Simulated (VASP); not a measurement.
# PtS2 (P-3m1) in VASP: notebook

The runs below take PtS2 through single point, with PBE.

Program: VASP 6.6.1. These are calculated values, not measurements. Logs are shortened: lines on timing, memory, paths and dates and some standing lists are left out, and cuts for length are marked.

## (1) The cell of the first run

The structure is trigonal, space group P-3m1 (No. 164). The conventional cell has a = 3.326 Å, b = 3.326 Å, c = 6.334 Å, α = 90.00°, β = 90.00°, γ = 120.00°. Pt (site symmetry -3m) has 6 S at 2.36 Å within 3.1 Å. S (site symmetry 3m) has 3 Pt at 2.36 Å within 3.1 Å.

## (2) Single point, PBE

The input, INCAR:

```
ALGO     = Normal         # electronic algorithm
EDIFF    = 1E-6           # SCF threshold, eV
ENCUT    = 520            # plane-wave cutoff, eV
GGA      = PE             # functional
ISIF     = 2              # what is computed and relaxed
ISMEAR   = 0              # smearing method
LASPH    = True           # aspherical terms in the spheres
LCHARG   = True           # write CHGCAR
LELF     = True           # ELF
LREAL    = False          # projectors in reciprocal space
LVHAR    = True         
LWAVE    = False          # write WAVECAR
NBANDS   = 18             # bands
NELM     = 100            # most SCF steps
PREC     = Accurate       # precision mode
SIGMA    = 0.05           # smearing width, eV
```

The input, KPOINTS:

```
k-points
0
Gamma
  9 9 4
```

The input, POSCAR:

```
PtS2
1.0
    3.3262000000      0.0000000000      0.0000000000
   -1.6631000000      2.8805736981      0.0000000000
    0.0000000000      0.0000000000      6.3342000000
Pt S
1 2
Direct
    0.0000000000      0.0000000000      0.0000000000
    0.3333333333      0.6666666667      0.2173602597
    0.6666666667      0.3333333333      0.7826397403
```

Potentials or basis: VASP PAW PBE potentials, release 64 (Pt, S).

Started as:

```
cat potpaw_PBE.64/Pt/POTCAR potpaw_PBE.64/S/POTCAR > POTCAR
mpirun -np 1 vasp_std > vasp.out
```

OUTCAR:

```text
EDIFF = 1E-6
   ENCUT = 520
   GGA = PE
   ISIF = 2
   ISMEAR = 0
   LASPH = True
   LREAL = False
   NELM = 100
   PREC = Accurate

 ion  position               nearest neighbor table
   1  0.000  0.000  0.000-   2 2.36   3 2.36   3 2.36   2 2.36   3 2.36   2 2.36
   2  0.333  0.667  0.217-   1 2.36   1 2.36   1 2.36
   3  0.667  0.333  0.783-   1 2.36   1 2.36   1 2.36

  LATTYP: Found a hexagonal cell.
 ALAT       =     3.3262000000
 C/A-ratio  =     1.9043352775

  Lattice vectors:

 A1 = (   3.3262000000,   0.0000000000,   0.0000000000)
 A2 = (  -1.6631000000,   2.8805736981,   0.0000000000)
 A3 = (   0.0000000000,   0.0000000000,   6.3342000000)

Analysis of symmetry for initial positions (statically):
=====================================================================
 Subroutine PRICEL returns:
 Original cell was already a primitive cell.

 Routine SETGRP: Setting up the symmetry group for a
 hexagonal supercell.

 Subroutine GETGRP returns: Found 12 space group operations
 (whereof 12 operations were pure point group operations)
 out of a pool of 24 trial point group operations.

The static configuration has the point symmetry D_3d.

Analysis of symmetry for dynamics (positions and initial velocities):
=====================================================================
 Subroutine PRICEL returns:
 Original cell was already a primitive cell.

 Routine SETGRP: Setting up the symmetry group for a
 hexagonal supercell.

 Subroutine GETGRP returns: Found 12 space group operations
 (whereof 12 operations were pure point group operations)
 out of a pool of 24 trial point group operations.

The dynamic configuration has the point symmetry D_3d.

 Subroutine INISYM returns: Found 12 space group operations
 (whereof 12 operations are pure point group operations),
 and found     1 'primitive' translations

----------------------------------------------------------------------------------------

                                     Primitive cell

  volume of cell :      60.6903

  direct lattice vectors                    reciprocal lattice vectors
     3.326200000  0.000000000  0.000000000     0.300643377  0.173576535  0.000000000
    -1.663100000  2.880573698  0.000000000     0.000000000  0.347153069  0.000000000
     0.000000000  0.000000000  6.334200000     0.000000000  0.000000000  0.157873133

  length of vectors
     3.326200000  3.326200000  6.334200000     0.347153069  0.347153069  0.157873133

  position of ions in fractional coordinates (direct lattice)
     0.000000000  0.000000000  0.000000000
     0.333333333  0.666666667  0.217360260
     0.666666667  0.333333333  0.782639740

  ion indices of the primitive-cell ions
   primitive index   ion index
                 1           1
                 2           2
                 3           3

----------------------------------------------------------------------------------------

 KPOINTS: k-points

Automatic generation of k-mesh.
 Grid dimensions read from file:
 generate k-points for:    9    9    4

 Generating k-lattice:

  Cartesian coordinates                     Fractional coordinates (reciprocal lattice)
     0.033404820  0.019286282  0.000000000     0.111111111  0.000000000  0.000000000
     0.000000000  0.038572563  0.000000000     0.000000000  0.111111111  0.000000000
     0.000000000  0.000000000  0.039468283     0.000000000  0.000000000  0.250000000

  Length of vectors
     0.038572563  0.038572563  0.039468283

  Shift w.r.t. Gamma in fractional coordinates (k-lattice)
     0.000000000  0.000000000  0.000000000

 Subroutine IBZKPT returns following result:
 ===========================================

 Found     43 irreducible k-points:

 Following reciprocal coordinates:
            Coordinates               Weight
  0.000000  0.000000  0.000000      1.000000
  0.111111  0.000000  0.000000      6.000000
  0.222222 -0.000000  0.000000      6.000000
  0.333333  0.000000  0.000000      6.000000
  0.444444 -0.000000  0.000000      6.000000
  0.111111  0.111111  0.000000      6.000000
[... 16 lines left out ...]
  0.222222  0.111111  0.250000     12.000000
 -0.111111  0.333333  0.250000     12.000000
 [... further k-points ...]
   k-points           NKPTS =     43   k-points in BZ     NKDIM =     43   number of bands    NBANDS=     18
   number of dos      NEDOS =    301   number of ions     NIONS =      3
   total plane-waves  NPLWV =  37632
   dimension x,y,z NGX =    28 NGY =   28 NGZ =   48
   dimension x,y,z NGXF=    56 NGYF=   56 NGZF=   96
   ions per type =               1   2
   NGX,Y,Z   is equivalent  to a cutoff of  13.99, 13.99, 12.60 a.u.
   NGXF,Y,Z  is equivalent  to a cutoff of  27.99, 27.99, 25.20 a.u.
 SYSTEM =  unknown system
   PREC   = accura    normal or accurate (medium, high low for compatibility)
   ISTART =      0    job   : 0-new  1-cont  2-samecut
   ICHARG =      2    charge: 1-file 2-atom 10-const
   ISPIN  =      1    spin polarized calculation?
   LNONCOLLINEAR =      F non collinear calculations
   LSORBIT =      F    spin-orbit coupling
   LASPH  =      T    aspherical Exc in radial PAW
   ENCUT  =  520.0 eV  38.22 Ry    6.18 a.u.   6.18  6.18 11.78*2*pi/ulx,y,z
   NELM   =    100;   NELMIN=  2; NELMDL= -5     # of ELM steps
   EDIFF  = 0.1E-05   stopping-criterion for ELM
   LREAL  =      F    real-space projection
   EDIFFG = 0.1E-04   stopping-criterion for IOM
   NSW    =      0    number of steps for IOM
   IBRION =     -1    ionic relax: 0-MD 1-quasi-New 2-CG
   NFREE  =      0    steps in history (QN), initial steepest desc. (CG)
   ISIF   =      2    stress and relaxation
   ISYM   =      2    0-nonsym 1-usesym 2-fastsym
   POTIM  = 0.5000    time-step for ionic-motion
   TEBEG  =    0.0;   TEEND  =   0.0 temperature during run
   PSTRESS=    0.0 pullay stress
   NELECT =      22.0000    total number of electrons
   NUPDOWN=      -1.0000    fix difference up-down
   EMIN   =  10.00;   EMAX   =-10.00  energy-range for DOS
   EFERMI =   0.00;   METHOD = LEGACY
   ISMEAR =     0;   SIGMA  =   0.05  broadening in eV -4-tet -1-fermi 0-gaus
   EFERMI_NEDOS =   21; number of points for ismear=-14 and -15
   IALGO  =     38    algorithm
   IMIX   =      4    mixing-type and parameters
     AMIX     =   0.40;   BMIX     =  1.00
     AMIX_MAG =   1.60;   BMIX_MAG =  1.00
  volume/ion in A,a.u.               =      20.23       136.52
  Fermi-wavevector in a.u.,A,eV,Ry     =   1.167283  2.205844 18.538601  1.362549
  Thomas-Fermi vector in A             =   2.303785
   LORBIT       =      0    0 simple, 1 ext, 2 COOP (PROOUT), +10 PAW based schemes
   GGA     = PE    functional components
   LHFCALC =     F    Hartree Fock is set to
   AEXX    =    0.0000 exact exchange contribution
   IVDW    =     0    specifies the selected vdW correction
   LEPSILON=     F    determine dielectric tensor
   LRPA    =     F    only Hartree local field effects (RPA)
 non-spin polarized calculation
 Gauss-broadening in eV      SIGMA  =   0.05
  energy-cutoff  :      520.00
  volume of cell :       60.69
 maximum number of plane-waves:      1656
 NGX is ok and might be reduce to    28
   NGX = 13   NGY = 13   NGZ = 23

 number of electron      22.0000002 magnetization

 Free energy of the ion-electron system (eV)
  ---------------------------------------------------
  ext. energy  EPLUGINS =         0.00000000
  ---------------------------------------------------
  free energy    TOTEN  =       -15.06850860 eV

  energy without entropy =      -15.06850860  energy(sigma->0) =      -15.06850860

 E-fermi :   5.2361     XC(G=0):  -9.8733

 val. band max:        5.0254869763   @ k =   0.0000   0.1111   0.2500
 cond. band min:       6.2779881895   @ k =   0.2222   0.2222   0.0000
 fundamental gap:      1.2525012132
 Fermi energy:         5.2360652526

 k-point     1 :       0.0000    0.0000    0.0000
  band No.  band energies     occupation
      1      -9.6925      2.00000
      2      -7.6552      2.00000
      3      -1.4815      2.00000
      4      -0.6249      2.00000
      5      -0.6249      2.00000
      6       1.7469      2.00000
[... 10 lines left out ...]
     17      14.4271      0.00000
     18      15.2653      0.00000

 k-point     2 :       0.1111    0.0000    0.0000
  band No.  band energies     occupation
      1      -9.5090      2.00000
      2      -7.6467      2.00000
      3      -1.2884      2.00000
      4      -0.7054      2.00000
      5      -0.5336      2.00000
      6       1.4761      2.00000
[... 10 lines left out ...]
     17      14.9891      0.00000
     18      15.1790      0.00000

 k-point     3 :       0.2222   -0.0000    0.0000
  band No.  band energies     occupation
      1      -8.9990      2.00000
      2      -7.6245      2.00000
      3      -0.9436      2.00000
      4      -0.5939      2.00000
      5      -0.3616      2.00000
      6       0.5515      2.00000
[... 10 lines left out ...]
     17      14.7372      0.00000
     18      16.0070      0.00000

 k-point     4 :       0.3333    0.0000    0.0000
  band No.  band energies     occupation
      1      -8.3288      2.00000
      2      -7.5650      2.00000
      3      -1.1578      2.00000
      4      -0.3757      2.00000
      5      -0.3186      2.00000
      6       0.1758      2.00000
[... 10 lines left out ...]
     17      15.1578      0.00000
     18      15.4960      0.00000

 k-point     5 :       0.4444   -0.0000    0.0000
  band No.  band energies     occupation
      1      -7.9321      2.00000
      2      -7.3496      2.00000
      3      -1.9754      2.00000
      4      -0.3717      2.00000
      5      -0.1087      2.00000
      6       0.5799      2.00000
[... 10 lines left out ...]
     17      14.3368      0.00000
     18      14.8673      0.00000

 k-point     6 :       0.1111    0.1111    0.0000
  band No.  band energies     occupation
      1      -9.1607      2.00000
      2      -7.6324      2.00000
      3      -0.9279      2.00000
      4      -0.7830      2.00000
      5      -0.4186      2.00000
      6       1.1694      2.00000
[... 10 lines left out ...]
     17      14.8933      0.00000
     18      15.4150      0.00000

 k-point     7 :       0.2222    0.1111    0.0000
  band No.  band energies     occupation
      1      -8.5525      2.00000
      2      -7.6040      2.00000
      3      -0.8369      2.00000
      4      -0.5564      2.00000
      5      -0.2293      2.00000
      6       0.3077      2.00000
[... 10 lines left out ...]
     17      14.6678      0.00000
     18      15.1447      0.00000

 k-point     8 :       0.3333    0.1111    0.0000
  band No.  band energies     occupation
      1      -7.9669      2.00000
      2      -7.4921      2.00000
      3      -1.4872      2.00000
      4      -0.6023      2.00000
      5      -0.0166      2.00000
      6       0.5293      2.00000
[... 10 lines left out ...]
     17      14.4235      0.00000
     18      15.2592      0.00000
[... 229 lines left out ...]
     17      15.0065      0.00000
     18      15.6868      0.00000

 k-point    20 :       0.4444   -0.0000    0.2500
  band No.  band energies     occupation
      1      -7.9272      2.00000
      2      -7.3541      2.00000
      3      -1.9755      2.00000
      4      -0.3760      2.00000
      5      -0.0505      2.00000
      6       0.4591      2.00000
[... 10 lines left out ...]
     17      14.6328      0.00000
     18      15.1752      0.00000

 k-point    21 :       0.0000    0.4444    0.2500
  band No.  band energies     occupation
      1      -7.9509      2.00000
      2      -7.3204      2.00000
      3      -1.9974      2.00000
      4      -0.3777      2.00000
      5      -0.2081      2.00000
      6       0.5956      2.00000
[... 10 lines left out ...]
     17      14.7481      0.00000
     18      15.1951      0.00000

 k-point    22 :       0.1111    0.1111    0.2500
  band No.  band energies     occupation
      1      -9.1309      2.00000
      2      -7.6865      2.00000
      3      -0.9094      2.00000
      4      -0.6991      2.00000
      5      -0.4169      2.00000
      6       1.1588      2.00000
[... 10 lines left out ...]
     17      14.5878      0.00000
     18      15.5964      0.00000

 k-point    23 :       0.2222    0.1111    0.2500
  band No.  band energies     occupation
      1      -8.5204      2.00000
      2      -7.6493      2.00000
      3      -0.8607      2.00000
      4      -0.5499      2.00000
      5      -0.1878      2.00000
      6       0.3469      2.00000
[... 10 lines left out ...]
     17      14.6886      0.00000
     18      15.2474      0.00000

 k-point    24 :      -0.1111    0.3333    0.2500
  band No.  band energies     occupation
      1      -8.5307      2.00000
      2      -7.6324      2.00000
      3      -0.9474      2.00000
      4      -0.5680      2.00000
      5      -0.0685      2.00000
      6       0.2826      2.00000
[... 10 lines left out ...]
     17      14.8834      0.00000
     18      15.6205      0.00000

 [... further k-points ...]
[... 5 lines left out ...]
  --------------------------------------------------------------------------------------
  -------------------------------------------------------------------------------------
  Total        5.3087379      5.3087379      0.0800196     -0.0000000      0.0000000      0.0000000
  in kB      140.1466567    140.1466567      2.1124565     -0.0000000      0.0000000      0.0000000
  external PRESSURE =      94.1352567 kB  Pullay stress =       0.0000000 kB

 VOLUME and BASIS-vectors are now :
 -----------------------------------------------------------------------------
  energy-cutoff  :      520.00
  volume of cell :       60.69
      direct lattice vectors                 reciprocal lattice vectors
     3.326200000  0.000000000  0.000000000     0.300643377  0.173576535  0.000000000
    -1.663100000  2.880573698  0.000000000     0.000000000  0.347153069  0.000000000
     0.000000000  0.000000000  6.334200000     0.000000000  0.000000000  0.157873133

 POSITION                                       TOTAL-FORCE (eV/Angst)
 -----------------------------------------------------------------------------------
      0.00000      0.00000      0.00000         0.000000      0.000000      0.000000
     -0.00000      1.92038      1.37680        -0.000000      0.000000     -0.051645
      1.66310      0.96019      4.95740         0.000000     -0.000000      0.051645
 -----------------------------------------------------------------------------------
    total drift:                               -0.000000     -0.000000     -0.000000

  FREE ENERGIE OF THE ION-ELECTRON SYSTEM (eV)
  ---------------------------------------------------
  free  energy   TOTEN  =       -15.0685086031 eV

  energy  without entropy=      -15.0685086031  energy(sigma->0) =      -15.06850860
```

It took 28 s on 1 thread of Intel Xeon Platinum 8559C (Emerald Rapids), shared host; peak memory 0.21 GiB.

What came out:

```
Free energy            : -15.0685 eV
Pressure               : 9.4 GPa
Largest force          : 0.052 eV/Å
Band gap on the k mesh : 1.25 eV (least direct gap 1.46 eV)
```

Forces in eV/Å, atoms in the order of the input:
```
Pt   0.000  0.000  0.000
S    0.000  0.000 -0.052
S    0.000  0.000  0.052
```

Stress tensor (GPa, compression positive):
```
14.01  0.00  0.00
 0.00 14.01  0.00
 0.00  0.00  0.21
```

Caveat: the cell stands under pressure; spin-orbit coupling is left out, which moves the levels of the heavy elements; an odd mesh through Γ misses points on the zone boundary, where band edges can lie; this functional lacks dispersion, which binds the layers, so the pressure and a relaxed spacing across them are unreliable.

## (3) Single point, PBE

This run uses another cell than the first one, of 20.75 Å³/atom.

The input, INCAR:

```
SYSTEM = PtS2
PREC = Accurate
ENCUT = 520
EDIFF = 1E-7
ISMEAR = 0
SIGMA = 0.05
LREAL = .False.
LASPH = .True.
NELM = 80
ALGO = Normal
ISIF = 2
LWAVE = .False.
LCHARG = .True.
GGA = PE
LELF = .True.
LVHAR = .True.
NBANDS = 18
```

The input, KPOINTS:

```
regular mesh
0
Gamma
  9 9 4
  0 0 0
```

The input, POSCAR:

```
PtS2
1.0
    3.3262000000      0.0000000000      0.0000000000
   -1.6631000000      2.8805736981      0.0000000000
    0.0000000000      0.0000000000      6.4966356506
Pt S
1 2
Direct
    0.0000000000      0.0000000000      0.0000000000
    0.3333333333      0.6666666667      0.2120507571
    0.6666666667      0.3333333333      0.7879492429
```

Potentials or basis: VASP PAW PBE potentials, release 64 (Pt, S).

Started as:

```
cat potpaw_PBE.64/Pt/POTCAR potpaw_PBE.64/S/POTCAR > POTCAR
mpirun -np 1 vasp_std > vasp.out
```

Run time: 45 s. Hardware: 1 thread of Intel Xeon Platinum 8559C (Emerald Rapids), shared host; peak memory 0.21 GiB.

It converged, with:

```yaml
Free_energy: -15.0737 eV
Pressure: 9.0 GPa
Largest_force: 0.051 eV/Å
Band_gap_on_the_k_mesh: 1.27 eV (least direct gap 1.51 eV)
```

Forces in eV/Å, atoms in the order of the input:
```
Pt   0.000  0.000  0.000
S    0.000  0.000 -0.051
S    0.000  0.000  0.051
```

Stress tensor (GPa, compression positive):
```
13.54  0.00  0.00
 0.00 13.54  0.00
 0.00  0.00 -0.02
```

Levels at points of the mesh, in eV from the valence-band top:
| k point | band 7 | band 8 | band 9 | band 10 | band 11 | band 12 | band 13 | band 14 | band 15 | band 16 |
| --- | --- | --- | --- | --- | --- | --- | --- | --- | --- | --- |
| (0.00, 0.00, 0.00) | -3.27 | -1.90 | -1.04 | -0.08 | -0.08 | 3.04 | 3.04 | 5.65 | 6.31 | 9.41 |
| (0.00, 0.00, 0.50) | -3.27 | -2.08 | -1.41 | -0.10 | -0.10 | 3.09 | 3.09 | 6.19 | 7.59 | 8.16 |

Caveat: the cell stands under pressure; spin-orbit coupling is left out, which moves the levels of the heavy elements; an odd mesh through Γ misses points on the zone boundary, where band edges can lie; this functional lacks dispersion, which binds the layers, so the pressure and a relaxed spacing across them are unreliable.
